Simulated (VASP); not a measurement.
Set up this calculation in VASP 6.6.1, as the native input.

- Task: single point
- Functional: PBE exchange alone
- Potentials or basis: VASP PAW PBE potentials, release 64 (Ag)
- Cutoff: 520 eV
- k mesh: 11 × 11 × 11
- Occupations: fermi-dirac, width 0.05 eV
- Spin: no spin polarisation
- Dipole correction: no
- Further INCAR settings: ALGO = Normal; EDIFF = 1e-06; NBANDS = 12

The structure of Ag lies in POSCAR:

```
Ag
1.0
    0.0000000000      2.0562785400      2.0562785400
    2.0562785400      0.0000000000      2.0562785400
    2.0562785400      2.0562785400      0.0000000000
Ag
1
Direct
    0.0000000000      0.0000000000      0.0000000000
```

The input as run:

INCAR

```
SYSTEM = Ag
PREC = Accurate ; ENCUT = 520
EDIFF = 1E-6 ; ISMEAR = -1
SIGMA = 0.05 ; LREAL = .FALSE.
LASPH = .TRUE. ; NELM = 60
ALGO = Normal ; ISIF = 2
LWAVE = .FALSE. ; LCHARG = .TRUE.
GGA = PE ; ALDAC = 0.0
AGGAC = 0.0 ; LELF = .TRUE.
LVHAR = .TRUE. ; NBANDS = 12
```

KPOINTS

```
regular mesh
0
G
  11 11 11
  0 0 0
```

Potentials or basis: VASP PAW PBE potentials, release 64 (Ag).

Run with:

```console
$ cat potpaw_PBE.64/Ag/POTCAR > POTCAR
$ mpirun -np 1 vasp_std > vasp.out
```

It gave:

| Quantity | Value |
| --- | --- |
| Pressure | 20.2 GPa |

Run time: 6 s on 1 thread of Intel Xeon 6975P-C (shared host), peak memory 0.14 GiB.
